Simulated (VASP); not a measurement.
# C in VASP: a series of runs

C is run at these levels: PBE; tasks: single point, relaxation of the atoms.

Everything below comes from runs of VASP 6.6.1. Logs are shortened: lines on timing, memory, paths and dates and some standing lists are left out, and cuts for length are marked.

## 1. The cell of the first run

The cell holds a slab with vacuum, 18 atoms: a = 7.398 Å, b = 7.398 Å, c = 11.000 Å, α = 90.00°, β = 90.00°, γ = 120.00°.

## 2. Single point, PBE

INCAR

```
SYSTEM = C
  PREC = Accurate
  ENCUT = 520
  EDIFF = 1E-6
  ISMEAR = -1
  SIGMA = 0.05
  LREAL = Auto
  LASPH = .True.
  NELM = 80
  ALGO = Normal
  ISIF = 2
  LWAVE = .False.
  LCHARG = .False.
  GGA = PE
  NBANDS = 51
```

KPOINTS

```
Automatic mesh
0
Gamma
  2 2 1
  0 0 0
```

POSCAR

```
C
1.0
    7.3980000363      0.0000000000      0.0000000000
   -3.6990000181      6.4068559686      0.0000000000
    0.0000000000      0.0000000000     11.0000000000
C
18
Direct
    0.0000000000      0.0000000000      0.0909091000
    0.2222222222      0.1111111111      0.0909091000
    0.0000000000      0.3333333333      0.0909091000
    0.2222222222      0.4444444444      0.0909091000
    0.0000000000      0.6666666667      0.0909091000
    0.2222222222      0.7777777778      0.0909091000
    0.3333333333      0.0000000000      0.0909091000
    0.5555555556      0.1111111111      0.0909091000
    0.3333333333      0.3333333333      0.0909091000
    0.5555555556      0.4444444444      0.0909091000
    0.3333333333      0.6666666667      0.0909091000
    0.5555555556      0.7777777778      0.0909091000
    0.6666666667      0.0000000000      0.0909091000
    0.8888888889      0.1111111111      0.0909091000
    0.6666666667      0.3333333333      0.0909091000
    0.8888888889      0.4444444444      0.0909091000
    0.6666666667      0.6666666667      0.0909091000
    0.8888888889      0.7777777778      0.0909091000
```

Potentials or basis: VASP PAW PBE potentials, release 64 (C).

Command:

```console
$ cat potpaw_PBE.64/C/POTCAR > POTCAR
$ mpirun -np 1 vasp_std > vasp.out
```

OUTCAR:

```text
SYSTEM = C
   PREC = Accurate
   ENCUT = 520
   EDIFF = 1E-6
   ISMEAR = -1
   LREAL = Auto
   LASPH = .True.
   NELM = 80
   ISIF = 2
   GGA = PE

 ion  position               nearest neighbor table
   1  0.000  0.000  0.091-  18 1.42  14 1.42   2 1.42
   2  0.222  0.111  0.091-   9 1.42   7 1.42   1 1.42
   3  0.000  0.333  0.091-  14 1.42  16 1.42   4 1.42
   4  0.222  0.444  0.091-   9 1.42   3 1.42  11 1.42
   5  0.000  0.667  0.091-  18 1.42   6 1.42  16 1.42
   6  0.222  0.778  0.091-   7 1.42  11 1.42   5 1.42
   7  0.333  0.000  0.091-   6 1.42   2 1.42   8 1.42
   8  0.556  0.111  0.091-  15 1.42  13 1.42   7 1.42
   9  0.333  0.333  0.091-   2 1.42   4 1.42  10 1.42
  10  0.556  0.444  0.091-  15 1.42  17 1.42   9 1.42
  11  0.333  0.667  0.091-   6 1.42   4 1.42  12 1.42
  12  0.556  0.778  0.091-  13 1.42  17 1.42  11 1.42
  13  0.667  0.000  0.091-  12 1.42   8 1.42  14 1.42
  14  0.889  0.111  0.091-   3 1.42   1 1.42  13 1.42
  15  0.667  0.333  0.091-   8 1.42  10 1.42  16 1.42
  16  0.889  0.444  0.091-   3 1.42  15 1.42   5 1.42
  17  0.667  0.667  0.091-  12 1.42  18 1.42  10 1.42
  18  0.889  0.778  0.091-   1 1.42   5 1.42  17 1.42

  LATTYP: Found a hexagonal cell.
 ALAT       =     7.3980000363
 C/A-ratio  =     1.4868883409

  Lattice vectors:

 A1 = (   7.3980000363,   0.0000000000,   0.0000000000)
 A2 = (  -3.6990000181,   6.4068559686,   0.0000000000)
 A3 = (   0.0000000000,   0.0000000000,  11.0000000000)

Analysis of symmetry for initial positions (statically):
=====================================================================
 Subroutine PRICEL returns following result:

  LATTYP: Found a hexagonal cell.
 ALAT       =     2.4660000119
 C/A-ratio  =     4.4606650232

  Lattice vectors:

 A1 = (   2.4660000119,   0.0000000000,   0.0000000000)
 A2 = (  -1.2330000059,   2.1356186560,   0.0000000000)
 A3 = (   0.0000000000,   0.0000000000,  11.0000000000)

   9 primitive cells build up your supercell.

 Routine SETGRP: Setting up the symmetry group for a
 hexagonal supercell.

 Subroutine GETGRP returns: Found 24 space group operations
 (whereof  6 operations were pure point group operations)
 out of a pool of 24 trial point group operations.

The static configuration has the point symmetry C_3v.
 The point group associated with its full space group is D_6h.

Analysis of symmetry for dynamics (positions and initial velocities):
=====================================================================
 Subroutine PRICEL returns following result:

  LATTYP: Found a hexagonal cell.
 ALAT       =     2.4660000119
 C/A-ratio  =     4.4606650232

  Lattice vectors:

 A1 = (   2.4660000119,   0.0000000000,   0.0000000000)
 A2 = (  -1.2330000059,   2.1356186560,   0.0000000000)
 A3 = (   0.0000000000,   0.0000000000,  11.0000000000)

   9 primitive cells build up your supercell.

 Routine SETGRP: Setting up the symmetry group for a
 hexagonal supercell.

 Subroutine GETGRP returns: Found 24 space group operations
 (whereof  6 operations were pure point group operations)
 out of a pool of 24 trial point group operations.

The dynamic configuration has the point symmetry C_3v.
 The point group associated with its full space group is D_6h.

 Subroutine INISYM returns: Found 24 space group operations
 (whereof  6 operations are pure point group operations),
 and found     9 'primitive' translations

----------------------------------------------------------------------------------------

                                     Primitive cell

  volume of cell :      57.9308

  direct lattice vectors                    reciprocal lattice vectors
     2.466000012  0.000000000  0.000000000     0.405515002  0.234124196  0.000000000
    -1.233000006  2.135618656  0.000000000     0.000000000  0.468248391  0.000000000
     0.000000000  0.000000000 11.000000000     0.000000000  0.000000000  0.090909091

  length of vectors
     2.466000012  2.466000012 11.000000000     0.468248391  0.468248391  0.090909091

  position of ions in fractional coordinates (direct lattice)
     0.000000000  0.000000000  0.090909100
     0.666666667  0.333333333  0.090909100

  ion indices of the primitive-cell ions
   primitive index   ion index
                 1           1
                 2          14

----------------------------------------------------------------------------------------

 KPOINTS: Automatic mesh

Automatic generation of k-mesh.
 Grid dimensions read from file:
 generate k-points for:    2    2    1

 Generating k-lattice:

  Cartesian coordinates                     Fractional coordinates (reciprocal lattice)
     0.067585834  0.039020699  0.000000000     0.500000000  0.000000000  0.000000000
     0.000000000  0.078041399  0.000000000     0.000000000  0.500000000  0.000000000
     0.000000000  0.000000000  0.090909091     0.000000000  0.000000000  1.000000000

  Length of vectors
     0.078041399  0.078041399  0.090909091

  Shift w.r.t. Gamma in fractional coordinates (k-lattice)
     0.000000000  0.000000000  0.000000000

 Subroutine IBZKPT returns following result:
 ===========================================

 Found      2 irreducible k-points:

 Following reciprocal coordinates:
            Coordinates               Weight
  0.000000  0.000000  0.000000      1.000000
  0.500000  0.000000  0.000000      3.000000
   k-points           NKPTS =      2   k-points in BZ     NKDIM =      2   number of bands    NBANDS=     51
   number of dos      NEDOS =    301   number of ions     NIONS =     18
   total plane-waves  NPLWV = 263424
   dimension x,y,z NGX =    56 NGY =   56 NGZ =   84
   dimension x,y,z NGXF=   112 NGYF=  112 NGZF=  168
   ions per type =              18
   NGX,Y,Z   is equivalent  to a cutoff of  12.58, 12.58, 12.70 a.u.
   NGXF,Y,Z  is equivalent  to a cutoff of  25.17, 25.17, 25.39 a.u.
 SYSTEM =  C
   PREC   = accura    normal or accurate (medium, high low for compatibility)
   ISTART =      0    job   : 0-new  1-cont  2-samecut
   ICHARG =      2    charge: 1-file 2-atom 10-const
   ISPIN  =      1    spin polarized calculation?
   LNONCOLLINEAR =      F non collinear calculations
   LSORBIT =      F    spin-orbit coupling
   LASPH  =      T    aspherical Exc in radial PAW
   ENCUT  =  520.0 eV  38.22 Ry    6.18 a.u.  13.76 13.76 20.45*2*pi/ulx,y,z
   NELM   =     80;   NELMIN=  2; NELMDL= -5     # of ELM steps
   EDIFF  = 0.1E-05   stopping-criterion for ELM
   LREAL  =      T    real-space projection
   EDIFFG = 0.1E-04   stopping-criterion for IOM
   NSW    =      0    number of steps for IOM
   IBRION =     -1    ionic relax: 0-MD 1-quasi-New 2-CG
   NFREE  =      0    steps in history (QN), initial steepest desc. (CG)
   ISIF   =      2    stress and relaxation
   ISYM   =      2    0-nonsym 1-usesym 2-fastsym
   POTIM  = 0.5000    time-step for ionic-motion
   TEBEG  =    0.0;   TEEND  =   0.0 temperature during run
   PSTRESS=    0.0 pullay stress
   NELECT =      72.0000    total number of electrons
   NUPDOWN=      -1.0000    fix difference up-down
   EMIN   =  10.00;   EMAX   =-10.00  energy-range for DOS
   EFERMI =   0.00;   METHOD = LEGACY
   ISMEAR =    -1;   SIGMA  =   0.05  broadening in eV -4-tet -1-fermi 0-gaus
   EFERMI_NEDOS =   21; number of points for ismear=-14 and -15
   IALGO  =     38    algorithm
   IMIX   =      4    mixing-type and parameters
     AMIX     =   0.40;   BMIX     =  1.00
     AMIX_MAG =   1.60;   BMIX_MAG =  1.00
  volume/ion in A,a.u.               =      28.97       195.47
  Fermi-wavevector in a.u.,A,eV,Ry     =   0.846191  1.599069  9.742302  0.716039
  Thomas-Fermi vector in A             =   1.961499
   LORBIT       =      0    0 simple, 1 ext, 2 COOP (PROOUT), +10 PAW based schemes
   GGA     = PE    functional components
[... 5 lines left out ...]
 non-spin polarized calculation
  energy-cutoff  :      520.00
  volume of cell :      521.38
 maximum number of plane-waves:     14099
 NGX is ok and might be reduce to    56
   NGX = 27   NGY = 27   NGZ = 41

 number of electron      72.0000001 magnetization

 Free energy of the ion-electron system (eV)
  ---------------------------------------------------
  ext. energy  EPLUGINS =         0.00000000
  ---------------------------------------------------
  free energy    TOTEN  =      -165.62693386 eV

  energy without entropy =     -165.55761914  energy(sigma->0) =     -165.59227650

 E-fermi :  -1.5125     XC(G=0):  -3.8895

 val. band max:       -1.5125457625   @ k =   0.0000   0.0000   0.0000
 cond. band min:      -1.5125455575   @ k =   0.0000   0.0000   0.0000
 fundamental gap:      0.0000002049
 Fermi energy:        -1.5125457235

 k-point     1 :       0.0000    0.0000    0.0000
  band No.  band energies     occupation
      1     -21.0349      2.00000
      2     -18.4506      2.00000
      3     -18.4506      2.00000
      4     -18.4506      2.00000
      5     -18.4505      2.00000
      6     -18.4505      2.00000
      7     -18.4505      2.00000
      8     -14.1129      2.00000
      9     -14.1129      2.00000
     10     -14.1129      2.00000
     11     -14.1129      2.00000
     12     -12.0715      2.00000
     13     -12.0715      2.00000
     14     -11.1489      2.00000
     15     -11.1489      2.00000
     16     -11.1489      2.00000
     17     -11.1488      2.00000
     18     -11.1488      2.00000
     19     -11.1488      2.00000
     20      -9.1299      2.00000
     21      -7.3000      2.00000
     22      -7.3000      2.00000
     23      -7.3000      2.00000
     24      -7.3000      2.00000
     25      -7.3000      2.00000
     26      -7.2999      2.00000
     27      -6.1364      2.00000
     28      -6.1364      2.00000
     29      -6.1364      2.00000
     30      -6.1364      2.00000
     31      -6.1364      2.00000
     32      -6.1364      2.00000
     33      -4.5579      2.00000
     34      -4.5579      2.00000
     35      -1.5125      1.00000
     36      -1.5125      1.00000
     37      -1.5125      1.00000
     38      -1.5125      1.00000
     39       1.6588      0.00000
     40       2.9738      0.00000
     41       3.3944      0.00000
     42       3.3944      0.00000
     43       3.3944      0.00000
     44       3.3944      0.00000
     45       3.3944      0.00000
     46       3.3944      0.00000
     47       4.0010      0.00000
     48       5.2145      0.00000

 k-point     2 :       0.5000    0.0000    0.0000
  band No.  band energies     occupation
      1     -20.3805      2.00000
      2     -20.3805      2.00000
      3     -19.0881      2.00000
      4     -19.0881      2.00000
      5     -16.6041      2.00000
      6     -16.6041      2.00000
      7     -16.6041      2.00000
      8     -16.6041      2.00000
      9     -15.7939      2.00000
     10     -14.7515      2.00000
     11     -12.9210      2.00000
     12     -12.9210      2.00000
     13     -12.9210      2.00000
     14     -12.9209      2.00000
     15      -9.5644      2.00000
     16      -9.5644      2.00000
     17      -9.5644      2.00000
     18      -9.5644      2.00000
     19      -9.2837      2.00000
     20      -9.2837      2.00000
     21      -8.3520      2.00000
     22      -8.3520      2.00000
     23      -7.9344      2.00000
     24      -7.9329      2.00000
     25      -7.9329      2.00000
     26      -6.8472      2.00000
     27      -6.8472      2.00000
     28      -6.8424      2.00000
     29      -6.8424      2.00000
     30      -5.6883      2.00000
     31      -5.6883      2.00000
     32      -4.1666      2.00000
     33      -4.1666      2.00000
     34      -4.1666      2.00000
     35      -4.1666      2.00000
     36      -3.8725      2.00000
     37       0.1647      0.00000
     38       1.0051      0.00000
     39       1.0051      0.00000
     40       1.0051      0.00000
     41       1.0051      0.00000
     42       2.5519      0.00000
     43       2.5519      0.00000
     44       3.8616      0.00000
     45       3.8616      0.00000
     46       4.3362      0.00000
     47       4.3362      0.00000
     48       4.8615      0.00000
 [bands above 48 left out]

------------------------ aborting loop because EDIFF is reached ----------------------------------------

  FORCE on cell =-STRESS in cart. coord.  units (eV):
  Direction    XX          YY          ZZ          XY          YZ          ZX
  --------------------------------------------------------------------------------------
  -------------------------------------------------------------------------------------
  Total        1.4852731      1.4852731     -0.0812893      0.0000000      0.0000000      0.0000000
  in kB        4.5642028      4.5642028     -0.2497999      0.0000000      0.0000000      0.0000000
  external PRESSURE =       2.9595352 kB  Pullay stress =       0.0000000 kB

 VOLUME and BASIS-vectors are now :
 -----------------------------------------------------------------------------
  energy-cutoff  :      520.00
  volume of cell :      521.38
      direct lattice vectors                 reciprocal lattice vectors
     7.398000036  0.000000000  0.000000000     0.135171667  0.078041399  0.000000000
    -3.699000018  6.406855969  0.000000000     0.000000000  0.156082797  0.000000000
     0.000000000  0.000000000 11.000000000     0.000000000  0.000000000  0.090909091

 POSITION                                       TOTAL-FORCE (eV/Angst)
 -----------------------------------------------------------------------------------
      0.00000      0.00000      1.00000         0.000000     -0.000000      0.000000
      1.23300      0.71187      1.00000        -0.000000      0.000000     -0.000000
     -1.23300      2.13562      1.00000         0.000000     -0.000000      0.000000
      0.00000      2.84749      1.00000        -0.000000      0.000000      0.000000
     -2.46600      4.27124      1.00000         0.000000      0.000000     -0.000000
     -1.23300      4.98311      1.00000        -0.000000     -0.000000      0.000000
      2.46600      0.00000      1.00000         0.000000      0.000000     -0.000000
      3.69900      0.71187      1.00000        -0.000000     -0.000000     -0.000000
      1.23300      2.13562      1.00000         0.000000      0.000000      0.000000
      2.46600      2.84749      1.00000        -0.000000     -0.000000      0.000000
     -0.00000      4.27124      1.00000         0.000000      0.000000      0.000000
      1.23300      4.98311      1.00000        -0.000000      0.000000     -0.000000
      4.93200      0.00000      1.00000         0.000000      0.000000      0.000000
      6.16500      0.71187      1.00000        -0.000000     -0.000000      0.000000
      3.69900      2.13562      1.00000         0.000000      0.000000     -0.000000
      4.93200      2.84749      1.00000        -0.000000     -0.000000      0.000000
      2.46600      4.27124      1.00000         0.000000      0.000000     -0.000000
      3.69900      4.98311      1.00000        -0.000000     -0.000000     -0.000000
 -----------------------------------------------------------------------------------
    total drift:                               -0.000000      0.000000     -0.000070

  FREE ENERGIE OF THE ION-ELECTRON SYSTEM (eV)
  ---------------------------------------------------
  free  energy   TOTEN  =      -165.6269338560 eV

  energy  without entropy=     -165.5576191379  energy(sigma->0) =     -165.59227650
```

Wall time 78 s (1 thread of Intel Xeon 6975P-C (Granite Rapids), shared host); peak memory 0.51 GiB.

Results:

```
Free energy            : -165.6269 eV
Band gap on the k mesh : zero (filled and empty bands touch)
```

Caveat: the k points lie up to 0.49 Å⁻¹ apart.

## 3. Relaxation of the atoms, PBE

INCAR

```
ALGO = Normal
EDIFF = 1E-6
EDIFFG = -0.08
ENCUT = 520
GGA = PE
IBRION = 2
ISIF = 2
ISMEAR = -1
LASPH = True
LCHARG = False
LREAL = Auto
LWAVE = False
NELM = 60
NSW = 45
PREC = Accurate
SIGMA = 0.05
```

KPOINTS

```
k-points
0
Gamma
  2 2 1
```

POSCAR

```
C
1.0
    7.3980000000      0.0000000000      0.0000000000
   -3.6990000000      6.4068560000      0.0000000000
    0.0000000000      0.0000000000     11.0000000000
C
18
Direct
    0.0000000000      0.0000000000      0.0909091000
    0.2222222000      0.1111111000      0.0909091000
    0.0000000000      0.3333333000      0.0909091000
    0.2222222000      0.4444444000      0.0909091000
    0.0000000000      0.6666667000      0.0909091000
    0.2222222000      0.7777778000      0.0909091000
    0.3333333000      0.0000000000      0.0909091000
    0.5555556000      0.1111111000      0.0909091000
    0.3333333000      0.3333333000      0.0909091000
    0.5555556000      0.4444444000      0.0909091000
    0.3333333000      0.6666667000      0.0909091000
    0.5555556000      0.7777778000      0.0909091000
    0.6666667000      0.0000000000      0.0909091000
    0.8888889000      0.1111111000      0.0909091000
    0.6666667000      0.3333333000      0.0909091000
    0.8888889000      0.4444444000      0.0909091000
    0.6666667000      0.6666667000      0.0909091000
    0.8888889000      0.7777778000      0.0909091000
```

Potentials or basis: VASP PAW PBE potentials, release 64 (C).

Command:

```console
$ cat potpaw_PBE.64/C/POTCAR > POTCAR
$ mpirun -np 1 vasp_std > vasp.out
```

It took 83 s on 1 thread of Intel Xeon 6975P-C (Granite Rapids), shared host; peak memory 0.51 GiB.

Results (log left out):

```
Free energy            : -165.6269 eV
Band gap on the k mesh : zero (filled and empty bands touch)
```

Final structure:
```yaml
crystal:
  lattice:
    - [7.39800, 0.00000, 0.00000]
    - [-3.69900, 6.40686, 0.00000]
    - [0.00000, 0.00000, 11.00000]
  atoms:
    - { symbol: C, position: [0.00000, 0.00000, 0.09091] }
    - { symbol: C, position: [0.22222, 0.11111, 0.09091] }
    - { symbol: C, position: [0.00000, 0.33333, 0.09091] }
    - { symbol: C, position: [0.22222, 0.44444, 0.09091] }
    - { symbol: C, position: [0.00000, 0.66667, 0.09091] }
    - { symbol: C, position: [0.22222, 0.77778, 0.09091] }
    - { symbol: C, position: [0.33333, 0.00000, 0.09091] }
    - { symbol: C, position: [0.55556, 0.11111, 0.09091] }
    - { symbol: C, position: [0.33333, 0.33333, 0.09091] }
    - { symbol: C, position: [0.55556, 0.44444, 0.09091] }
    - { symbol: C, position: [0.33333, 0.66667, 0.09091] }
    - { symbol: C, position: [0.55556, 0.77778, 0.09091] }
    - { symbol: C, position: [0.66667, 0.00000, 0.09091] }
    - { symbol: C, position: [0.88889, 0.11111, 0.09091] }
    - { symbol: C, position: [0.66667, 0.33333, 0.09091] }
    - { symbol: C, position: [0.88889, 0.44444, 0.09091] }
    - { symbol: C, position: [0.66667, 0.66667, 0.09091] }
    - { symbol: C, position: [0.88889, 0.77778, 0.09091] }
```

Levels at points of the mesh, in eV from the Fermi level:
| k point | band 34 | band 35 | band 36 | band 37 | band 38 | band 39 |
| --- | --- | --- | --- | --- | --- | --- |
| (0.00, 0.00, 0.00) | -3.05 | 0.00 | 0.00 | 0.00 | 0.00 | 3.17 |
| (0.50, 0.00, 0.00) | -2.65 | -2.65 | -2.36 | 1.68 | 2.52 | 2.52 |

Caveat: the k points lie up to 0.49 Å⁻¹ apart; the relaxation stopped at its first step, so nothing moved.
